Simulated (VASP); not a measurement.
A run of VASP 6.6.1 is set up as follows.

The input INCAR:

```
SYSTEM = Pb
PREC     = Accurate       ! precision mode
ENCUT    = 520            ! plane-wave cutoff, eV
EDIFF    = 1E-6           ! SCF threshold, eV
ISMEAR   = 0              ! smearing method
SIGMA    = 0.1            ! smearing width, eV
LREAL    = .FALSE.        ! projectors in reciprocal space
LASPH    = .TRUE.         ! aspherical terms in the spheres
NELM     = 80             ! most SCF steps
ALGO     = Normal         ! electronic algorithm
ISIF     = 2              ! what is computed and relaxed
LWAVE    = .FALSE.        ! write WAVECAR
LCHARG   = .FALSE.        ! write CHGCAR
GGA      = PE             ! functional
IVDW     = 12             ! dispersion correction
NBANDS   = 13             ! bands
```

The input KPOINTS:

```
Automatic mesh
0
G
  14 14 14
  0 0 0
```

Contents of POSCAR:

```
Pb
1.0
    0.0000000000      2.4544938816      2.4544938816
    2.4544938816      0.0000000000      2.4544938816
    2.4544938816      2.4544938816      0.0000000000
Pb
1
Direct
    0.0000000000      0.0000000000      0.0000000000
```

Potentials or basis: VASP PAW PBE potentials, release 64 (Pb_d).

Command:

```console
$ cat potpaw_PBE.64/Pb_d/POTCAR > POTCAR
$ mpirun -np 1 vasp_std > vasp.out
```

Task: Predict the band gap on the k mesh.

Result: Zero (bands 7 and 8 overlap by 9.23 eV).

Task: Estimate the dispersion energy per atom.

Result: -0.420 eV.

Task: What does it give for the pressure?

Result: 1.4 GPa.

Caveat: spin-orbit coupling is left out, which moves the levels of the heavy elements.
